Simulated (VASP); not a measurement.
Write the native input for VASP 6.6.1 that does the following.

```
Task                   : single point
Functional             : PBE
Potentials or basis    : VASP PAW PBE potentials, release 64 (Zn, Se)
Cutoff                 : 520 eV
k mesh                 : 8 × 8 × 8
Occupations            : gaussian, width 0.02 eV
Spin                   : no spin polarisation
Dipole correction      : no
Further INCAR settings : ALGO = Normal; EDIFF = 1e-06; NBANDS = 16
```

The structure of ZnSe lies in POSCAR:

```
ZnSe
1.0
    0.0000000000      2.8659239471      2.8659239471
    2.8659239471      0.0000000000      2.8659239471
    2.8659239471      2.8659239471      0.0000000000
Zn Se
1 1
Direct
    0.0000000000      0.0000000000      0.0000000000
    0.7500000000      0.7500000000      0.7500000000
```

These files were run (other wordings do the same):

INCAR

```
SYSTEM = ZnSe
  PREC = Accurate
  ENCUT = 520
  EDIFF = 1E-6
  ISMEAR = 0
  SIGMA = 0.02
  LREAL = .False.
  LASPH = .True.
  NELM = 80
  ALGO = Normal
  ISIF = 2
  LWAVE = .False.
  LCHARG = .False.
  GGA = PE
  NBANDS = 16
```

KPOINTS

```
regular mesh
0
Gamma
  8 8 8
  0 0 0
```

Potentials or basis: VASP PAW PBE potentials, release 64 (Zn, Se).

Command:

```bash
$ cat potpaw_PBE.64/Zn/POTCAR potpaw_PBE.64/Se/POTCAR > POTCAR
$ mpirun -np 1 vasp_std > vasp.out
```

It gave:

```yaml
Pressure: 0.2 GPa
Band_gap_on_the_k_mesh: 1.16 eV
```

It took 31 s on 1 thread of Intel Xeon 6455B (shared host), peak memory 0.17 GiB.
